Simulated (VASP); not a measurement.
# Sb (C2/c) in VASP: a series of runs

Sb is run at these levels: RPBE; tasks: single point.

All numbers are computed with VASP 6.6.1; they aren't measurements. Logs are shortened: lines on timing, memory, paths and dates and some standing lists are left out, and cuts for length are marked.

## Step 1: The cell of the first run

The typed cell holds 2 atoms: a = 4.717 Å, b = 4.717 Å, c = 4.740 Å, α = 97.10°, β = 97.10°, γ = 138.66°.

## Step 2: Single point, RPBE (32.63 Å³/atom)

Contents of INCAR:

```
PREC = Accurate ; ENCUT = 520
EDIFF = 1E-7 ; ISMEAR = -1
SIGMA = 0.1 ; LREAL = F
LASPH = T ; NELM = 60
ALGO = Normal ; ISIF = 2
LWAVE = F ; LCHARG = F
GGA = RP ; NBANDS = 12
```

Contents of KPOINTS:

```
Automatic mesh
0
Gamma
  12 12 8
```

Contents of POSCAR:

```
Sb
1.0
   -3.1200751244      3.1215196993      1.6652338843
    3.1215196993     -3.1200751244      1.6652338843
    3.1387890864      3.1387890864     -1.6625881427
Sb
2
Direct
    0.9999850888      0.0000149112      0.0000000000
    0.7500149112      0.2499850888      0.5000000000
```

Potentials or basis: VASP PAW PBE potentials, release 64 (Sb).

Launch:

```console
cat potpaw_PBE.64/Sb/POTCAR > POTCAR
mpirun -np 1 vasp_std > vasp.out
```

OUTCAR:

```text
PREC = Accurate
   ENCUT = 520
   EDIFF = 1E-7
   ISMEAR = -1
   LREAL = F
   LASPH = T
   NELM = 60
   ISIF = 2
   GGA = RP

 ion  position               nearest neighbor table
   1  1.000  0.000  0.000-   2 3.24   2 3.24   2 3.24   2 3.24
   2  0.750  0.250  0.500-   1 3.24   1 3.24   1 3.24   1 3.24

  LATTYP: Found a base centered monoclinic cell.
 ALAT       =     3.3304683952
 B/A-ratio  =     2.6503623524
 C/A-ratio  =     1.4232420218
 COS(beta)  =    -0.3501778584

  Lattice vectors:

 A1 = (  -3.1200751244,   3.1215196993,   1.6652338843)
 A2 = (   3.1215196993,  -3.1200751244,   1.6652338843)
 A3 = (   3.1387890864,   3.1387890864,  -1.6625881427)

Analysis of symmetry for initial positions (statically):
=====================================================================
 Subroutine PRICEL returns:
 Original cell was already a primitive cell.

 Routine SETGRP: Setting up the symmetry group for a
 base centered monoclinic supercell.

 Subroutine GETGRP returns: Found  4 space group operations
 (whereof  2 operations were pure point group operations)
 out of a pool of  4 trial point group operations.

The static configuration has the point symmetry C_2 .
 The point group associated with its full space group is C_2h.

Analysis of symmetry for dynamics (positions and initial velocities):
=====================================================================
 Subroutine PRICEL returns:
 Original cell was already a primitive cell.

 Routine SETGRP: Setting up the symmetry group for a
 base centered monoclinic supercell.

 Subroutine GETGRP returns: Found  4 space group operations
 (whereof  2 operations were pure point group operations)
 out of a pool of  4 trial point group operations.

The dynamic configuration has the point symmetry C_2 .
 The point group associated with its full space group is C_2h.

 Subroutine INISYM returns: Found  4 space group operations
 (whereof  2 operations are pure point group operations),
 and found     1 'primitive' translations

----------------------------------------------------------------------------------------

                                     Primitive cell

  volume of cell :      65.2624

  direct lattice vectors                    reciprocal lattice vectors
    -3.120075124  3.121519699  1.665233884    -0.000603994  0.159611469  0.300189154
     3.121519699 -3.120075124  1.665233884     0.159611469 -0.000603994  0.300189154
     3.138789086  3.138789086 -1.662588143     0.159260510  0.159260510 -0.000138157

[... 92 lines left out ...]
   TEBEG  =    0.0;   TEEND  =   0.0 temperature during run
   PSTRESS=    0.0 pullay stress
   NELECT =      10.0000    total number of electrons
   NUPDOWN=      -1.0000    fix difference up-down
   EMIN   =  10.00;   EMAX   =-10.00  energy-range for DOS
   EFERMI =   0.00;   METHOD = LEGACY
   ISMEAR =    -1;   SIGMA  =   0.10  broadening in eV -4-tet -1-fermi 0-gaus
   EFERMI_NEDOS =   21; number of points for ismear=-14 and -15
   IALGO  =     38    algorithm
   IMIX   =      4    mixing-type and parameters
     AMIX     =   0.40;   BMIX     =  1.00
     AMIX_MAG =   1.60;   BMIX_MAG =  1.00
  volume/ion in A,a.u.               =      32.63       220.21
  Fermi-wavevector in a.u.,A,eV,Ry     =   0.876033  1.655463 10.441577  0.767434
  Thomas-Fermi vector in A             =   1.995787
   LORBIT       =      0    0 simple, 1 ext, 2 COOP (PROOUT), +10 PAW based schemes
   GGA     = RP    functional components
   LHFCALC =     F    Hartree Fock is set to
   AEXX    =    0.0000 exact exchange contribution
   IVDW    =     0    specifies the selected vdW correction
   LEPSILON=     F    determine dielectric tensor
   LRPA    =     F    only Hartree local field effects (RPA)
 non-spin polarized calculation
  energy-cutoff  :      520.00
  volume of cell :       65.26
 maximum number of plane-waves:      1776
   NGX = 17   NGY = 17   NGZ = 17

 number of electron      10.0000000 magnetization

 Free energy of the ion-electron system (eV)
  ---------------------------------------------------
  ext. energy  EPLUGINS =         0.00000000
  ---------------------------------------------------
  free energy    TOTEN  =        -7.24944998 eV

  energy without entropy =       -7.20936460  energy(sigma->0) =       -7.22940729

 E-fermi :   6.2319     XC(G=0):  -9.2443

 val. band max:        6.2299029434   @ k =   0.0833   0.0833   0.3750
 cond. band min:       6.2511846917   @ k =   0.3333   0.3333   0.1250
 fundamental gap:      0.0212817483
 Fermi energy:         6.2319193824

 k-point     1 :       0.0000    0.0000    0.0000
  band No.  band energies     occupation
      1      -5.4276      2.00000
      2      -0.8574      2.00000
      3       3.2502      2.00000
      4       3.3137      2.00000
      5       8.8490      0.00000
      6       9.4284      0.00000
      7       9.4563      0.00000
      8      10.0319      0.00000
      9      10.1256      0.00000
     10      13.6372      0.00000
     11      14.2065      0.00000
     12      14.7836      0.00000
[... 331 lines left out ...]
 k-point    24 :      -0.4167    0.1667    0.0000
  band No.  band energies     occupation
      1      -4.0029      2.00000
      2      -1.6814      2.00000
      3       3.4615      2.00000
      4       4.8780      2.00000
      5       5.6253      1.99537
      6       6.6687      0.02505
      7       7.0311      0.00068
      8       9.1125      0.00000
      9      11.7268      0.00000
     10      13.0392      0.00000
     11      13.4227      0.00000
     12      16.0520      0.00000

 [... further k-points ...]

------------------------ aborting loop because EDIFF is reached ----------------------------------------

  FORCE on cell =-STRESS in cart. coord.  units (eV):
  Direction    XX          YY          ZZ          XY          YZ          ZX
  --------------------------------------------------------------------------------------
  -------------------------------------------------------------------------------------
  Total       -1.4040230     -1.4040230     -1.3215360      0.0227596     -0.0106959     -0.0106959
  in kB      -34.4684773    -34.4684773    -32.4434392      0.5587432     -0.2625823     -0.2625822
  external PRESSURE =     -33.7934646 kB  Pullay stress =       0.0000000 kB

 VOLUME and BASIS-vectors are now :
 -----------------------------------------------------------------------------
  energy-cutoff  :      520.00
  volume of cell :       65.26
      direct lattice vectors                 reciprocal lattice vectors
    -3.120075124  3.121519699  1.665233884    -0.000603994  0.159611469  0.300189154
     3.121519699 -3.120075124  1.665233884     0.159611469 -0.000603994  0.300189154
     3.138789086  3.138789086 -1.662588143     0.159260510  0.159260510 -0.000138157

 POSITION                                       TOTAL-FORCE (eV/Angst)
 -----------------------------------------------------------------------------------
     -3.11998      3.12143      1.66523         0.002286     -0.002286     -0.000000
      0.00963      3.13061      0.83394        -0.002286      0.002286      0.000000
 -----------------------------------------------------------------------------------
    total drift:                                0.000000      0.000000     -0.000000

  FREE ENERGIE OF THE ION-ELECTRON SYSTEM (eV)
  ---------------------------------------------------
  free  energy   TOTEN  =        -7.2494499799 eV

  energy  without entropy=       -7.2093645996  energy(sigma->0) =       -7.22940729
```

stdout:

```text
POSCAR found type information on POSCAR Sb
 POSCAR found :  1 types and       2 ions
 scaLAPACK will be used
 -----------------------------------------------------------------------------
|                                                                             |
|                                                                             |
|     You enforced a specific xc type in the INCAR file but a different       |
|     I HOPE YOU KNOW WHAT YOU ARE DOING!                                     |
|                                                                             |
 -----------------------------------------------------------------------------

 LDA part: xc-table for (Slater+PW92), standard interpolation
 POSCAR, INCAR and KPOINTS ok, starting setup
 FFT: planning ... GRIDC
 FFT: planning ... GRID_SOFT
 FFT: planning ... GRID
 WAVECAR not read
 entering main loop
```

Run time: 2.4 min. Hardware: 1 thread of Intel Xeon Platinum 8488C (Sapphire Rapids), shared host; peak memory 0.36 GiB.

What came out:

- Free energy: -7.2494 eV
- Pressure: -3.4 GPa
- Largest force: 0.003 eV/Å
- Band gap on the k mesh: zero (bands 5 and 6 overlap by 4.93 eV)

Forces in eV/Å, atoms in the order of the input:
```
Sb   0.002 -0.002  0.000
Sb  -0.002  0.002  0.000
```

Levels at points of the mesh, in eV from the Fermi level:
| k point | band 1 | band 2 | band 3 | band 4 | band 5 | band 6 | band 7 | band 8 | band 9 | band 10 |
| --- | --- | --- | --- | --- | --- | --- | --- | --- | --- | --- |
| (0.00, 0.00, 0.00) | -11.66 | -7.09 | -2.98 | -2.92 | 2.62 | 3.20 | 3.22 | 3.80 | 3.89 | 7.41 |
| (0.50, 0.00, 0.00) | -8.79 | -7.24 | -3.87 | -2.76 | -2.17 | 0.64 | 1.39 | 1.81 | 5.58 | 7.14 |
| (0.50, 0.50, 0.00) | -10.00 | -9.99 | -1.01 | -1.00 | -0.63 | -0.62 | 3.62 | 3.63 | 7.54 | 7.56 |
| (0.00, 0.00, 0.50) | -10.01 | -10.01 | -0.97 | -0.97 | -0.57 | -0.57 | 3.64 | 3.64 | 7.57 | 7.57 |
| (0.50, 0.00, 0.50) | -8.79 | -7.24 | -3.88 | -2.76 | -2.18 | 0.63 | 1.39 | 1.81 | 5.58 | 7.15 |
| (0.50, 0.50, 0.50) | -9.44 | -9.44 | -4.89 | -4.89 | 3.04 | 3.04 | 5.03 | 5.03 | 9.39 | 9.39 |

Caveat: the cell stands under tension; the PAW data sets were made with another functional, which shifts forces and pressure a little; spin-orbit coupling is left out, which moves the levels of the heavy elements.

## Step 3: Single point, RPBE (33.84 Å³/atom)

This run uses another cell than the first one, of 33.84 Å³/atom.

Contents of INCAR:

```
PREC = Accurate ; ENCUT = 520
EDIFF = 1E-6 ; ISMEAR = -1
SIGMA = 0.1 ; LREAL = F
LASPH = T ; NELM = 80
ALGO = Normal ; ISIF = 2
LWAVE = F ; LCHARG = F
GGA = RP ; NBANDS = 12
```

KPOINTS is that of step 2.

Contents of POSCAR:

```
Sb
1.0
   -3.1581285714      3.1595907648      1.6855436163
    3.1595907648     -3.1581285714      1.6855436163
    3.1770707749      3.1770707749     -1.6828656063
Sb
2
Direct
    0.9999850888      0.0000149112      0.0000000000
    0.7500149112      0.2499850888      0.5000000000
```

Potentials or basis: VASP PAW PBE potentials, release 64 (Sb).

Launch:

```console
cat potpaw_PBE.64/Sb/POTCAR > POTCAR
mpirun -np 1 vasp_std > vasp.out
```

It took 2.6 min on 1 thread of Intel Xeon Platinum 8488C (Sapphire Rapids), shared host; peak memory 0.36 GiB.

The run converged. Its results:

| Item | Value |
| --- | --- |
| Free energy | -7.1893 eV |
| Pressure | -4.5 GPa |
| Largest force | 0.004 eV/Å |
| Band gap on the k mesh | zero (bands 5 and 6 overlap by 4.78 eV) |

Forces in eV/Å, atoms in the order of the input:
```
Sb   0.003 -0.003  0.000
Sb  -0.003  0.003  0.000
```

Stress tensor (GPa, compression positive):
```
-4.61  0.04 -0.03
 0.04 -4.61 -0.03
-0.03 -0.03 -4.43
```

Levels at points of the mesh, in eV from the Fermi level:
| k point | band 3 | band 4 | band 5 | band 6 | band 7 | band 8 |
| --- | --- | --- | --- | --- | --- | --- |
| (0.00, 0.00, 0.00) | -2.85 | -2.79 | 2.74 | 3.08 | 3.10 | 3.64 |
| (0.50, 0.00, 0.00) | -3.74 | -2.63 | -2.07 | 0.62 | 1.45 | 1.72 |
| (0.50, 0.50, 0.00) | -0.94 | -0.94 | -0.62 | -0.62 | 3.48 | 3.50 |
| (0.00, 0.00, 0.50) | -0.90 | -0.90 | -0.57 | -0.57 | 3.50 | 3.50 |
| (0.50, 0.00, 0.50) | -3.74 | -2.64 | -2.07 | 0.60 | 1.45 | 1.72 |
| (0.50, 0.50, 0.50) | -4.67 | -4.67 | 2.95 | 2.95 | 4.79 | 4.79 |

Caveat: the cell stands under tension; the PAW data sets were made with another functional, which shifts forces and pressure a little; spin-orbit coupling is left out, which moves the levels of the heavy elements.

## Step 4: Single point, RPBE

This run uses another cell than the first one, of 30.21 Å³/atom.

Contents of INCAR:

```
SYSTEM = Sb
  ALGO = Normal
  EDIFF = 1E-7
  ENCUT = 520
  GGA = RP
  ISIF = 2
  ISMEAR = -1
  ISYM = 0
  LASPH = .True.
  LCHARG = .False.
  LREAL = .False.
  LWAVE = .False.
  NBANDS = 12
  NELM = 100
  PREC = Accurate
  SIGMA = 0.1
```

Contents of KPOINTS:

```
k-points
0
Gamma
  11 11 8
  0 0 0
```

Contents of POSCAR:

```
Sb
1.0
   -3.0410516694      3.0424596570      1.6230578054
    3.0424596570     -3.0410516694      1.6230578054
    3.0592916550      3.0592916550     -1.6204790736
Sb
2
Direct
    0.9999850888      0.0000149112      0.0000000000
    0.7500149112      0.2499850888      0.5000000000
```

Potentials or basis: VASP PAW PBE potentials, release 64 (Sb).

Launch:

```console
cat potpaw_PBE.64/Sb/POTCAR > POTCAR
mpirun -np 1 vasp_std > vasp.out
```

OUTCAR:

```text
SYSTEM = Sb
   EDIFF = 1E-7
   ENCUT = 520
   GGA = RP
   ISIF = 2
   ISMEAR = -1
   ISYM = 0
   LASPH = .True.
   LREAL = .False.
   NELM = 100
   PREC = Accurate

 ion  position               nearest neighbor table
   1  1.000  0.000  0.000-   2 3.16   2 3.16   2 3.16   2 3.16
   2  0.750  0.250  0.500-   1 3.16   1 3.16   1 3.16   1 3.16

IMPORTANT INFORMATION: All symmetrisations will be switched off!
NOSYMM: (Re-)initialisation of all symmetry stuff for point group C_1.

[... 510 lines left out ...]
------------------------ aborting loop because EDIFF is reached ----------------------------------------

  FORCE on cell =-STRESS in cart. coord.  units (eV):
  Direction    XX          YY          ZZ          XY          YZ          ZX
  --------------------------------------------------------------------------------------
  -------------------------------------------------------------------------------------
  Total       -0.0349097     -0.0349094     -0.0518149      0.0073432      0.0025986      0.0025986
  in kB       -0.9255890     -0.9255802     -1.3738090      0.1946963      0.0688999      0.0688990
  external PRESSURE =      -1.0749927 kB  Pullay stress =       0.0000000 kB

 VOLUME and BASIS-vectors are now :
 -----------------------------------------------------------------------------
  energy-cutoff  :      520.00
  volume of cell :       60.43
      direct lattice vectors                 reciprocal lattice vectors
    -3.041051669  3.042459657  1.623057805    -0.000619689  0.163759063  0.307989740
     3.042459657 -3.041051669  1.623057805     0.163759063 -0.000619689  0.307989740
     3.059291655  3.059291655 -1.620479074     0.163398985  0.163398985 -0.000141747

 POSITION                                       TOTAL-FORCE (eV/Angst)
 -----------------------------------------------------------------------------------
     -3.04096      3.04237      1.62306         0.000880     -0.000880     -0.000000
      0.00938      3.05132      0.81282        -0.000880      0.000880      0.000000
 -----------------------------------------------------------------------------------
    total drift:                               -0.000000      0.000000     -0.000000

  FREE ENERGIE OF THE ION-ELECTRON SYSTEM (eV)
  ---------------------------------------------------
  free  energy   TOTEN  =        -7.3130822663 eV

  energy  without entropy=       -7.2784721545  energy(sigma->0) =       -7.29577721
```

stdout:

```text
POSCAR found type information on POSCAR Sb
 POSCAR found :  1 types and       2 ions
 scaLAPACK will be used
 -----------------------------------------------------------------------------
|                                                                             |
|                                                                             |
|     You enforced a specific xc type in the INCAR file but a different       |
|     I HOPE YOU KNOW WHAT YOU ARE DOING!                                     |
|                                                                             |
 -----------------------------------------------------------------------------

 LDA part: xc-table for (Slater+PW92), standard interpolation
 POSCAR, INCAR and KPOINTS ok, starting setup
 FFT: planning ... GRIDC
 FFT: planning ... GRID_SOFT
 FFT: planning ... GRID
 WAVECAR not read
 entering main loop
```

It took 4.1 min on 1 thread of Intel Xeon Platinum 8488C (Sapphire Rapids), shared host; peak memory 0.43 GiB.

What came out:

```yaml
Free_energy: -7.3131 eV
Pressure: -0.1 GPa
Band_gap_on_the_k_mesh: zero (bands 5 and 6 overlap by 5.34 eV)
```

Levels at points of the mesh, in eV from the Fermi level:
```
           k point  band 3  band 4  band 5  band 6  band 7  band 8
(0.00, 0.00, 0.00)   -3.28   -3.21    2.35    3.46    3.49    4.17
(0.00, 0.00, 0.50)   -1.10   -1.10   -0.57   -0.57    3.93    3.93
```

Caveat: the PAW data sets were made with another functional, which shifts forces and pressure a little; spin-orbit coupling is left out, which moves the levels of the heavy elements.

## Step 5: Summary

```csv
cell,k mesh,gap on the mesh (eV),pressure (GPa)
"a = 4.717, b = 4.717, c = 4.740 Å, angles 97.1, 97.1, 138.7°, 2 atoms",12 × 12 × 8,none,-3.4
"a = 4.775, b = 4.775, c = 4.798 Å, angles 97.1, 97.1, 138.7°, 2 atoms",12 × 12 × 8,none,-4.5
"a = 4.598, b = 4.598, c = 4.620 Å, angles 97.1, 97.1, 138.7°, 2 atoms",11 × 11 × 8,none,-0.1
```

Alike in all rows: task single point; level RPBE; potentials or basis VASP PAW PBE potentials, release 64 (Sb); no spin polarisation; cutoff (eV) 520; smearing fermi-dirac 0.1 eV.

Caveats: the PAW data sets were made with another functional, which shifts forces and pressure a little; spin-orbit coupling is left out, which moves the levels of the heavy elements; the cell stands under tension (at least some runs).

Total energies depend on the potentials used, so only differences within one code and one set of settings carry meaning.
